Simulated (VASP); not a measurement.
A run of VASP 6.6.1:

INCAR

```
SYSTEM = Ta
ALGO = Fast
EDIFF = 1E-6
ENCUT = 520
GGA = PE
ISIF = 2
ISMEAR = 0
ISYM = 0
LASPH = .True.
LCHARG = .False.
LREAL = .False.
LWAVE = .False.
NBANDS = 12
NELM = 100
PREC = Accurate
SIGMA = 0.1
```

The input KPOINTS:

```
k-points
0
Gamma
  8 5 60
  0 0 0
```

The input POSCAR:

```
Ta
1.0
    4.6938512163      0.0000000000      0.0000000000
   -2.3469256082      7.0407768245      0.0000000000
    2.3469256082     -1.5646170721      0.5531756708
Ta
1
Direct
    0.0000000000      0.0000000000      0.0000000000
```

Potentials or basis: VASP PAW PBE potentials, release 64 (Ta_pv).

The run is started by

```sh
$ cat potpaw_PBE.64/Ta_pv/POTCAR > POTCAR
$ mpirun -np 1 vasp_std > vasp.out
```

Hardware: 1 thread of Intel Xeon 8259CL (shared host).

Estimate the wall time of this run.

Run time: 15 min on 1 thread of Intel Xeon 8259CL (shared host), peak memory 0.46 GiB. Counts: scf iterations 12, k points 1202.
